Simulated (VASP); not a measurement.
A run of VASP 6.6.1:

Contents of POSCAR:

```
SnO2
1.0
   -0.0922181978      2.4412487738      2.4412487738
    2.4412487738     -0.0922181978      2.4412487738
    2.4412487738      2.4412487738     -0.0922181978
Sn O
1 2
Direct
    0.0000000000      0.0000000000      0.0000000000
    0.2523282179      0.2523282179      0.2523282179
    0.7476717821      0.7476717821      0.7476717821
```

File INCAR.step1:

```
SYSTEM = SnO2
PREC = Accurate
ENCUT = 520
EDIFF = 1E-5
ISMEAR = 0
SIGMA = 0.01
LREAL = .FALSE.
LASPH = .TRUE.
NELM = 100
ALGO = Normal
ISIF = 2
LWAVE = .TRUE.
GGA = PE
NBANDS = 20
```

File INCAR.step2:

```
SYSTEM = SnO2
PREC = Accurate
ENCUT = 520
EDIFF = 1E-6
ISMEAR = 0
SIGMA = 0.01
LREAL = .FALSE.
LASPH = .TRUE.
NELM = 100
ALGO = Normal
ISIF = 2
LWAVE = .FALSE.
LCHARG = .TRUE.
GGA = PE
LHFCALC = .TRUE.
HFSCREEN = 0.2079
PRECFOCK = Normal
LELF = .TRUE.
LVHAR = .TRUE.
ISTART = 1
NBANDS = 20
```

The input KPOINTS:

```
Automatic mesh
0
G
  6 6 6
  0 0 0
```

Potentials or basis: VASP PAW PBE potentials, release 64 (Sn_d, O).

Run with:

```sh
$ cat potpaw_PBE.64/Sn_d/POTCAR potpaw_PBE.64/O/POTCAR > POTCAR
$ cp INCAR.step1 INCAR
$ mpirun -np 1 vasp_std > vasp.out
$ cp INCAR.step2 INCAR
$ mpirun -np 1 vasp_std > vasp.out
```

Hardware: 1 thread of AMD EPYC 9R45 96-Core Processor (Zen 5), with other jobs on the host.

Question: Estimate the wall time of this run.

Answer: It took 90 min on 1 thread of AMD EPYC 9R45 96-Core Processor (Zen 5), with other jobs on the host, peak memory 0.25 GiB. Counts: k points 32.
